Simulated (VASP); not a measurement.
Write the native input for VASP 6.6.1 that does the following.

```yaml
Task: relaxation of cell and atoms
Functional: PBE
Potentials_or_basis: VASP PAW PBE potentials, release 64 (Al, Sc_sv, N)
Cutoff: 600 eV
k_mesh: 4 × 4 × 5
Occupations: gaussian, width 0.01 eV
Spin: no spin polarisation
Dipole_correction: no
Further_INCAR_settings: LREAL = Auto; ALGO = Normal; EDIFF = 1e-06; IBRION = 2; EDIFFG = -0.01; NSW = 80; ISIF = 3
```

The structure of ScAl3N4 (wurtzite Al6Sc2N8) lies in POSCAR:

```
ScAl3N4
1.0
    6.4000000000      0.0000000000      0.0000000000
   -3.2000000000      5.5425625842      0.0000000000
    0.0000000000      0.0000000000      5.0000000000
Al Sc N
6 2 8
Direct
    0.3333333333      0.1666666667      0.5000000000
    0.1666666667      0.8333333333      0.0000000000
    0.3333333333      0.6666666667      0.5000000000
    0.6666666667      0.3333333333      0.0000000000
    0.6666666667      0.8333333333      0.0000000000
    0.8333333333      0.6666666667      0.5000000000
    0.1666666667      0.3333333333      0.0000000000
    0.8333333333      0.1666666667      0.5000000000
    0.1666666667      0.3333333333      0.3820000000
    0.3333333333      0.1666666667      0.8820000000
    0.1666666667      0.8333333333      0.3820000000
    0.3333333333      0.6666666667      0.8820000000
    0.6666666667      0.3333333333      0.3820000000
    0.8333333333      0.1666666667      0.8820000000
    0.6666666667      0.8333333333      0.3820000000
    0.8333333333      0.6666666667      0.8820000000
```

These files were run (other wordings do the same):

INCAR

```
SYSTEM = ScAl3N4
PREC     = Accurate       ! precision mode
ENCUT    = 600            ! plane-wave cutoff, eV
EDIFF    = 1E-6           ! SCF threshold, eV
ISMEAR   = 0              ! smearing method
SIGMA    = 0.01           ! smearing width, eV
LREAL    = Auto         
LASPH    = .TRUE.         ! aspherical terms in the spheres
NELM     = 80             ! most SCF steps
ALGO     = Normal         ! electronic algorithm
ISIF     = 3              ! what is computed and relaxed
LWAVE    = .FALSE.        ! write WAVECAR
LCHARG   = .FALSE.        ! write CHGCAR
GGA      = PE             ! functional
IBRION   = 2              ! ionic algorithm
NSW      = 80             ! ionic steps
EDIFFG   = -0.01          ! ionic threshold
```

KPOINTS

```
regular mesh
0
G
  4 4 5
  0 0 0
```

Potentials or basis: VASP PAW PBE potentials, release 64 (Al, Sc_sv, N).

The run is started by

```console
$ cat potpaw_PBE.64/Al/POTCAR potpaw_PBE.64/Sc_sv/POTCAR potpaw_PBE.64/N/POTCAR > POTCAR
$ mpirun -np 1 vasp_std > vasp.out
```

Results of the run:

```json
{
  "Relaxed volume": "11.51 Å³/atom",
  "Relaxed cell": "a = 6.479 Å, b = 6.509 Å, c = 5.052 Å, α = 90.00°, β = 90.00°, γ = 120.15°",
  "Space group after relaxing (to 0.05 Å)": "Cmc2_1 (No. 36)",
  "Energy gained by relaxing": "112.3 meV/atom",
  "Ionic steps": "18",
  "Pressure after relaxing": "0.0 GPa",
  "Largest force after relaxing": "0.005 eV/Å",
  "Band gap on the k mesh": "3.68 eV, indirect (least direct gap 3.71 eV)"
}
```

It took 30 min on 1 thread of Intel(R) Xeon(R) 6975P-C (Granite Rapids), on a shared host, peak memory 0.44 GiB.
